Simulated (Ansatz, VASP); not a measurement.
## CdS: VASP beside Ansatz

File POSCAR:

```
CdS
1.0
    0.0000000000      2.9392148430      2.9686069915
    2.9392148430      0.0000000000      2.9686069915
    2.9392148430      2.9392148430      0.0000000000
Cd S
1 1
Direct
    0.0000000000      0.0000000000      0.0000000000
    0.2500000000      0.2500000000      0.2500000000
```

INCAR.step1

```
SYSTEM = CdS
  ALGO = Normal
  EDIFF = 1E-4
  ENCUT = 520
  GGA = PE
  ISMEAR = 0
  LASPH = .True.
  LCHARG = .False.
  LREAL = .False.
  LWAVE = .True.
  NBANDS = 16
  NELM = 60
  PREC = Accurate
  SIGMA = 0.01
```

INCAR.step2

```
SYSTEM = CdS
  ALGO = Normal
  EDIFF = 1E-6
  ENCUT = 520
  ISIF = 2
  ISMEAR = 0
  ISTART = 1
  LASPH = .True.
  LCHARG = .False.
  LMIXTAU = .True.
  LREAL = .False.
  LWAVE = .False.
  METAGGA = R2SCAN
  NBANDS = 16
  NELM = 60
  PREC = Accurate
  SIGMA = 0.01
```

File KPOINTS:

```
k-points
0
Gamma
  8 8 8
  0 0 0
```

Input for Ansatz:

```yaml
crystal:
  lattice:
    - [0.0, 2.939214843, 2.9686069915]
    - [2.939214843, 0.0, 2.9686069915]
    - [2.939214843, 2.939214843, 0.0]
  atoms:
    - { symbol: Cd, position: [0.0, 0.0, 0.0] }
    - { symbol: S, position: [0.25, 0.25, 0.25] }
kpoints:
  mp_grid: { grid: [8, 8, 8] }
  band_path:
    path:
      - [0.0, 0.0, 0.0]
      - [-0.5, -0.5, 0.0]
      - [-0.375, -0.375, 0.25]
      - [-0.375, 0.0, 0.375]
      - [0.0, 0.0, 0.5]
      - [-0.5, -0.25, 0.25]
    npoints: 1
hamiltonian:
  xc: r2scan
scf:
  occupations: { method: fixed }
  n_extra_bands: 4
output:
  forces: true
  stress: true
  eigenvalues: true
  write_density: true
  write_potential: true
  elf: true
  volumetric_format: npy
```

Change from the starting cell: uniaxial_z strain +1.0%.

Alike in both runs: task single point; functional r2SCAN; k mesh 8 × 8 × 8; no spin polarisation.

|  | VASP | Ansatz |
| --- | --- | --- |
| version | VASP 6.6.1 | Ansatz 0.2.0 |
| potentials or method | VASP PAW PBE potentials, release 64 (Cd, S) | plane waves, PAW |
| plane-wave cutoff (eV) | 520 | 500 |
| occupations | gaussian, width 0.01 eV | fixed |
| valence electrons in the cell | 18 | 26 |

|  | VASP | Ansatz | Ansatz less VASP |
| --- | --- | --- | --- |
| gap on the k mesh at the Fermi level (eV) | 1.50 | 1.51 | +0.005 |
| pressure (GPa) | -0.3 | -0.6 | -0.29 |
| traceless stress, the component that is largest in VASP (GPa) | -0.13 | -0.13 | -0.002 |

VASP's potentials were made for PBE, not for r2SCAN. VASP's potentials hold 18 valence electrons a cell and Ansatz's 26, so a difference there can come from the potentials and not from the codes.
